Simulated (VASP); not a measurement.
Write the native input for VASP 6.6.1 that does the following.

* Task: single point
* Functional: PBEsol
* Dispersion: D3(BJ)
* Potentials or basis: VASP PAW PBE potentials, release 64 (Bi_d)
* Cutoff: 520 eV
* k mesh: 16 × 16 × 16
* Occupations: gaussian, width 0.15 eV
* Spin: no spin polarisation
* Dipole correction: no
* Further INCAR settings: ALGO = Fast; EDIFF = 1e-06; NBANDS = 14

The structure of Bi lies in POSCAR:

```
Bi
1.0
   -1.8725973667      2.0649842128      1.8340238041
    1.8725973667     -2.0649842128      1.8340238041
    1.8725973667      2.0649842128     -1.8340238041
Bi
1
Direct
    0.0000000000      0.0000000000      0.0000000000
```

This cell differs from its parent crystal: strain +e along x and -e along y -0.0500, strain +e along z and -e/2 along x and y -0.0467.

One way to write it, as run:

INCAR

```
PREC = Accurate
ENCUT = 520
EDIFF = 1E-6
ISMEAR = 0
SIGMA = 0.15
LREAL = False
LASPH = True
NELM = 80
ALGO = Fast
ISIF = 2
LWAVE = False
LCHARG = False
GGA = PS
IVDW = 12
NBANDS = 14
```

KPOINTS

```
regular mesh
0
Gamma
  16 16 16
```

Potentials or basis: VASP PAW PBE potentials, release 64 (Bi_d).

Launch:

```console
$ cat potpaw_PBE.64/Bi_d/POTCAR > POTCAR
$ mpirun -np 1 vasp_std > vasp.out
```

Results of the run:

```yaml
Pressure: 0.6 GPa
Dispersion_energy_per_atom: -0.577 eV
```

Caveat: the cell differs from its parent crystal (strain +e along x and -e along y -0.0500, strain +e along z and -e/2 along x and y -0.0467); the PAW data sets were made with another functional, which shifts forces and pressure a little; pairwise dispersion overbinds metals, which lowers pressure and volume.

Wall time 5.2 min on 1 thread of AMD EPYC 7R43 64-Core Processor (Zen 3) (shared host), peak memory 0.3 GiB.
